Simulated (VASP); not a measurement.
Input of a VASP 6.6.1 run:

File INCAR:

```
SYSTEM = K8Au11
  PREC = Accurate
  ENCUT = 520
  EDIFF = 1E-7
  ISMEAR = 0
  SIGMA = 0.1
  LREAL = Auto
  LASPH = .TRUE.
  NELM = 60
  ALGO = Normal
  ISIF = 2
  LWAVE = .FALSE.
  LCHARG = .FALSE.
  GGA = CA
  NBANDS = 112
```

KPOINTS

```
regular mesh
0
G
  2 2 3
  0 0 0
```

POSCAR

```
K8Au11
1.0
    0.0000000000     11.0357480000      0.0000000000
    9.7016040000      0.0000000000      0.0000000000
    2.4254010000      2.7589370000     -4.9771710000
Au K
11 8
Direct
   -0.0067220161     -0.0030079887      0.0257608187
    0.1158267590      0.2495034646      0.0039932323
    0.3629101336      0.2520990341     -0.0039329571
    0.0028787688      0.4997853894     -0.0102250857
    0.1482319980      0.7486525971      0.0013853251
    0.3951802519      0.7528194185     -0.0111675890
    0.4938908726      0.0073799426     -0.0141841620
    0.6173633444      0.2515227640     -0.0038497773
    0.8636368873      0.2491441022      0.0025705366
    0.4906252619      0.4978400779     -0.0030895061
    0.9000040433      0.7469889274      0.0135755834
    0.3417521834      0.0997602582      0.6095010599
    0.1453771350      0.4031359284      0.3921157220
    0.3444919391      0.5963380692      0.6028661663
    0.1560018051      0.9002553173      0.3925422695
    0.8408510785      0.0828823900      0.6232086460
    0.6550466598      0.4097059951      0.3781674369
    0.8407056616      0.6047267460      0.6296309691
    0.6460164566      0.9009285164      0.3721513687
```

Potentials or basis: VASP PAW LDA potentials, release 64 (Au, K_sv).

Launch:

```bash
$ cat potpaw_LDA.64/Au/POTCAR potpaw_LDA.64/K_sv/POTCAR > POTCAR
$ mpirun -np 1 vasp_std > vasp.out
```

(1) What does it give for the largest force?

(2) Predict the pressure.

Answers

(1) 0.033 eV/Å.

(2) -2.1 GPa.

Caveat: the k points lie up to 0.39 Å⁻¹ apart, too coarse for converged energies and pressures of a metal.
